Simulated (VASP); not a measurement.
A run of VASP 6.6.1:

Contents of INCAR:

```
SYSTEM = ScInCu4
  PREC = Accurate
  ENCUT = 600
  EDIFF = 1E-6
  ISMEAR = -1
  SIGMA = 0.05
  LREAL = .False.
  LASPH = .True.
  NELM = 80
  ALGO = Normal
  ISIF = 3
  LWAVE = .False.
  LCHARG = .False.
  GGA = CA
  IBRION = 2
  NSW = 70
  EDIFFG = -0.005
```

File KPOINTS:

```
regular mesh
0
Gamma
  8 8 8
  0 0 0
```

File POSCAR:

```
ScInCu4
1.0
    0.0000000000      3.5060120400      3.5060120400
    3.5060120400      0.0000000000      3.5060120400
    3.5060120400      3.5060120400      0.0000000000
Sc In Cu
1 1 4
Direct
    0.0000000000      0.0000000000      0.0000000000
    0.2500000000      0.2500000000      0.2500000000
    0.1245401000      0.6251533000      0.6251533000
    0.6251533000      0.6251533000      0.6251533000
    0.6251533000      0.6251533000      0.1245401000
    0.6251533000      0.1245401000      0.6251533000
```

Potentials or basis: VASP PAW LDA potentials, release 64 (Sc_sv, In_d, Cu).

Command:

```console
$ cat potpaw_LDA.64/Sc_sv/POTCAR potpaw_LDA.64/In_d/POTCAR potpaw_LDA.64/Cu/POTCAR > POTCAR
$ mpirun -np 1 vasp_std > vasp.out
```

Hardware: 1 thread of AMD EPYC 9R45 96-Core Processor (Zen 5), on a shared host.

Q: How long does it take, and how much memory?

A: Run time: 6 min on 1 thread of AMD EPYC 9R45 96-Core Processor (Zen 5), with other jobs on the host, peak memory 0.25 GiB. Counts: scf iterations 54, k points 29, ion steps 7.
